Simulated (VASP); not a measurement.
Input of a VASP 6.6.1 run:

INCAR

```
PREC     = Accurate       # precision mode
ENCUT    = 520            # plane-wave cutoff, eV
EDIFF    = 1E-6           # SCF threshold, eV
ISMEAR   = 0              # smearing method
SIGMA    = 0.15           # smearing width, eV
LREAL    = False          # projectors in reciprocal space
LASPH    = True           # aspherical terms in the spheres
NELM     = 60             # most SCF steps
ALGO     = Fast           # electronic algorithm
ISIF     = 2              # what is computed and relaxed
LWAVE    = False          # write WAVECAR
LCHARG   = False          # write CHGCAR
GGA      = PS             # functional
NBANDS   = 21             # bands
```

KPOINTS

```
Automatic mesh
0
Gamma
  24 24 14
```

The input POSCAR:

```
Ru
1.0
    2.6895239996      0.0000000000      0.0000000000
   -1.3447619998      2.3291961077      0.0000000000
    0.0000000000      0.0000000000      4.0393249033
Ru
2
Direct
    0.3333333333      0.6666666667      0.2500000000
    0.6666666667      0.3333333333      0.7500000000
```

Potentials or basis: VASP PAW PBE potentials, release 64 (Ru_pv).

Launch:

```sh
$ cat potpaw_PBE.64/Ru_pv/POTCAR > POTCAR
$ mpirun -np 1 vasp_std > vasp.out
```

Task: Predict the pressure.

Result: 22.3 GPa.

Task: Predict the band gap on the k mesh.

Result: Zero (bands 14 and 15 overlap by 3.59 eV).

Stress tensor (GPa, compression positive):
```
12.54  0.00  0.00
 0.00 12.54  0.00
 0.00  0.00 41.89
```

Caveat: the cell differs from its parent crystal (strain +0.000 along x and y, -0.050 along z); the stress differs along the axes, from 13 to 42 GPa; the PAW data sets were made with another functional, which shifts forces and pressure a little.
